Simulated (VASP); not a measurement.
Crystal: NbPd2.

```
Nb Pd
1.0
    -1.41761    1.97229    4.22047
     1.41761   -1.97229    4.22047
     1.41761    1.97229   -4.22047
Nb Pd
1 2
Cartesian
  0.0000 0.0000 0.0000
  0.0000 0.0000 5.6265
  0.0000 0.0000 2.8144
```

* Program: VASP 6.6.1
* Task: relaxation of cell and atoms
* Functional: LDA
* Potentials or basis: VASP PAW LDA potentials, release 64 (Nb_sv, Pd)
* Cutoff: 600 eV
* k mesh: 8 × 8 × 8
* Occupations: gaussian, width 0.1 eV
* Spin: no spin polarisation

At the start: pressure -11.3 GPa; volume 15.73 Å³/atom.

Q: Where does the relaxation end?

A: Over 7 steps the energy falls by 30.7 meV/atom and the volume is 14.89 Å³/atom (-5.3 %); space group Immm (No. 71, to 0.1 Å) before and after.

The path:
```tsv
step	energy change (eV)	largest force (eV/Å)	pressure (GPa)	volume (Å³)
1	0.0000	0.0466	-11.27	47.20
2	0.3692	0.1843	34.83	40.04
3	-0.0908	0.0172	-0.49	44.84
4	-0.0910	0.0195	-0.10	44.76
5	-0.0909	0.0215	0.18	44.71
6	-0.0919	0.0145	0.20	44.69
7	-0.0921	0.0094	0.22	44.68
```

Final structure:
```yaml
crystal:
  lattice:
    - [-1.38370, 1.94670, 4.14688]
    - [1.38370, -1.94670, 4.14688]
    - [1.38370, 1.94670, -4.14688]
  atoms:
    - { symbol: Nb, position: [0.00000, 0.00000, 0.00000] }
    - { symbol: Pd, position: [0.66668, 0.66668, 0.00000] }
    - { symbol: Pd, position: [0.33332, 0.33332, 0.00000] }
```
